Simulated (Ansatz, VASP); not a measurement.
**Be4Si in VASP and in Ansatz**

Contents of POSCAR:

```
Be4Si
1.0
    3.6522710000      0.0000000000      0.0000000000
    0.0000000000      3.6522710000      0.0000000000
    0.0000000000      0.0000000000      7.6427750000
Be Si
8 2
Direct
    0.0000000000      0.0000000000      0.0000000000
    0.5000000000      0.5000000000      0.0000000000
    0.0000000000      0.5000000000      0.4810000000
    0.5000000000      0.0000000000      0.5190000000
    0.0000000000      0.0000000000      0.3040000000
    0.5000000000      0.5000000000      0.3040000000
    0.5000000000      0.5000000000      0.6960000000
    0.0000000000      0.0000000000      0.6960000000
    0.0000000000      0.5000000000      0.1690000000
    0.5000000000      0.0000000000      0.8310000000
```

The input INCAR.step1:

```
ALGO = Normal
EDIFF = 1E-4
ENCUT = 520
GGA = PE
ISMEAR = 1
LASPH = True
LCHARG = False
LREAL = False
LWAVE = True
NBANDS = 23
NELM = 60
PREC = Accurate
SIGMA = 0.0204
```

Contents of INCAR.step2:

```
ALGO = Normal
EDIFF = 1E-7
ENCUT = 520
ISIF = 2
ISMEAR = 1
ISTART = 1
LASPH = True
LCHARG = False
LMIXTAU = True
LREAL = False
LWAVE = False
METAGGA = R2SCAN
NBANDS = 23
NELM = 60
PREC = Accurate
SIGMA = 0.0204
```

Contents of KPOINTS:

```
k-points
0
Gamma
  7 7 4
```

Input for Ansatz:

```yaml
crystal:
  lattice:
    - [3.652271, 0.0, 0.0]
    - [0.0, 3.652271, 0.0]
    - [0.0, 0.0, 7.642775]
  atoms:
    - { symbol: Be, position: [0.0, 0.0, 0.0] }
    - { symbol: Be, position: [0.5, 0.5, 0.0] }
    - { symbol: Be, position: [0.0, 0.5, 0.481] }
    - { symbol: Be, position: [0.5, 0.0, 0.519] }
    - { symbol: Si, position: [0.0, 0.5, 0.169] }
    - { symbol: Si, position: [0.5, 0.0, 0.831] }
    - { symbol: Be, position: [0.0, 0.0, 0.304] }
    - { symbol: Be, position: [0.5, 0.5, 0.304] }
    - { symbol: Be, position: [0.5, 0.5, 0.696] }
    - { symbol: Be, position: [0.0, 0.0, 0.696] }
  symmetry: { tolerance: 0.0003 }
kpoints:
  mp_grid: { grid: [7, 7, 4], shift: [0, 0, 0] }
  band_path:
    path:
      - [0.0, 0.0, 0.0]
      - [0.0, 0.5, 0.0]
      - [0.5, 0.5, 0.0]
      - [0.0, 0.0, 0.0]
      - [0.0, 0.0, 0.5]
      - [0.0, 0.5, 0.5]
      - [0.5, 0.5, 0.5]
      - [0.0, 0.0, 0.5]
      - [0.0, 0.5, 0.0]
      - [0.0, 0.5, 0.5]
      - [0.5, 0.5, 0.0]
    npoints: 6
magnetization:
  spin_polarized: false
scf:
  occupations: { method: cold, width: 0.0204 }
  lower_state_search: "off"
  max_iter: 200
hamiltonian:
  pseudopotentials: { kind: paw }
  xc: r2scan
basis:
  ecutwfc: 500
  fft_grid_basis: typed
output:
  forces: true
  stress: true
  eigenvalues: true
  bader: true
  populations: true
  elf: true
  write_potential: true
  volumetric_format: npy
  dos:
    e_range: [-12, 8]
    de: 0.05
    projected: { site_lists: { Be: [Be], Si: [Si] } }
checkpoint:
  read: saved_state
```

Alike in both runs: task single point; functional r2SCAN; k mesh 7 × 7 × 4; no spin polarisation.

|  | VASP | Ansatz |
| --- | --- | --- |
| version | VASP 6.6.1 | Ansatz 0.2.0 |
| potentials or method | VASP PAW PBE potentials, release 64 (Be, Si), cutoff 520 eV | PAW plane waves |
| occupations | methfessel-paxton of order 1, width 0.0204 eV | cold, width 0.0204 eV |
| valence electrons in the cell | 24 | 24 |

|  | VASP | Ansatz | Ansatz less VASP |
| --- | --- | --- | --- |
| pressure (GPa) | 6.8 | 6.7 | -0.17 |
| rms of the force components (eV/Å) | 0.862 | 0.859 | -0.0031 |

VASP's potentials were made for PBE, not for r2SCAN.
